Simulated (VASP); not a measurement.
## BaTiO3: single point with r2SCAN

Crystal: BaTiO3.

```
CELL_PARAMETERS angstrom
3.97204 0.00000 0.00000
0.00000 3.97204 0.00000
0.00000 0.00000 4.11300
ATOMIC_POSITIONS crystal
Ba 0.50000 0.50000 0.58504
Ti 0.00000 0.00000 0.10316
O 0.00000 0.50000 0.06291
O 0.50000 0.00000 0.06291
O 0.00000 0.00000 0.54597
```

| Item | Value |
| --- | --- |
| Program | VASP 6.6.1 |
| Task | single point |
| Functional | r2SCAN |
| Potentials or basis | VASP PAW PBE potentials, release 64 (Ba_sv, Ti_sv, O) |
| Cutoff | 520 eV |
| k mesh | 6 × 6 × 6 |
| Occupations | fermi-dirac, width 0.02 eV |
| Spin | no spin polarisation |

```
Pressure               : 1.9 GPa
Largest force          : 0.167 eV/Å
Band gap on the k mesh : 2.21 eV, indirect (least direct gap 2.71 eV)
```

Forces on the atoms (eV/Å):
```
Ba   0.000  0.000 -0.030
Ti   0.000  0.000 -0.167
O    0.000  0.000  0.018
O    0.000  0.000  0.018
O    0.000  0.000  0.161
```

Stress tensor (GPa, compression positive):
```
1.89 0.00 0.00
0.00 1.89 0.00
0.00 0.00 2.05
```

Levels at points of the mesh, in eV from the valence-band top:
```
           k point  band 16  band 17  band 18  band 19  band 20  band 21  band 22  band 23  band 24  band 25
(0.00, 0.00, 0.00)    -1.61    -1.32    -0.73    -0.50    -0.50     2.21     2.69     2.69     4.38     4.56
(0.50, 0.00, 0.00)    -2.01    -1.95    -1.72    -1.41    -1.22     2.79     3.90     3.98     4.46     6.14
(0.50, 0.50, 0.00)    -2.96    -2.02    -1.13    -1.13    -0.07     4.01     4.01     4.39     4.77     8.12
(0.00, 0.00, 0.50)    -2.13    -2.05    -2.03    -0.76    -0.76     2.35     3.91     3.91     4.37     6.41
(0.50, 0.00, 0.50)    -2.69    -1.87    -1.10    -1.04    -0.42     3.92     3.94     4.25     5.25     7.83
(0.50, 0.50, 0.50)    -2.60    -2.60    -0.34    -0.34     0.00     4.50     4.50     4.59     6.83     7.19
```

It took 100 s on 1 thread of Intel(R) Xeon(R) 6975P-C (Granite Rapids) (shared host), peak memory 0.22 GiB.

Caveat: the PAW data sets were made with another functional, which shifts forces and pressure a little; spin-orbit coupling is left out, which moves the levels of the heavy elements. A k mesh can miss the band edges.
